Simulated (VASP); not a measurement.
The system is Ca.

```xyz
1
Lattice="0.0000 2.7942 2.7942 2.7942 0.0000 2.7942 2.7942 2.7942 0.0000" Properties=species:S:1:pos:R:3 pbc="T T T"
Ca    0.0000    0.0000    0.0000
```

- Program: VASP 6.6.1
- Task: relaxation of cell and atoms
- Functional: PBE
- Potentials or basis: VASP PAW PBE potentials, release 64 (Ca_sv)
- Cutoff: 600 eV
- k mesh: 8 × 8 × 8
- Occupations: fermi-dirac, width 0.05 eV
- Spin: no spin polarisation

At the start: pressure -0.5 GPa; volume 43.63 Å³/atom.

Question: How do energy, volume and symmetry change on relaxing?

Answer: Over 3 steps the energy falls by 2.4 meV/atom and the volume is 42.26 Å³/atom (-3.2 %); space group Fm-3m (No. 225, to 0.05 Å).

Step by step:
| step | energy change (eV) | largest force (eV/Å) | pressure (GPa) | volume (Å³) |
| --- | --- | --- | --- | --- |
| 1 | 0.0000 | 0.0000 | -0.53 | 43.63 |
| 2 | -0.0021 | 0.0000 | -0.19 | 42.73 |
| 3 | -0.0024 | 0.0000 | -0.01 | 42.26 |

Final structure:
```
Ca
1.0
     0.00000    2.76452    2.76452
     2.76452    0.00000    2.76452
     2.76452    2.76452    0.00000
Ca
1
Direct
  0.00000 0.00000 0.00000
```
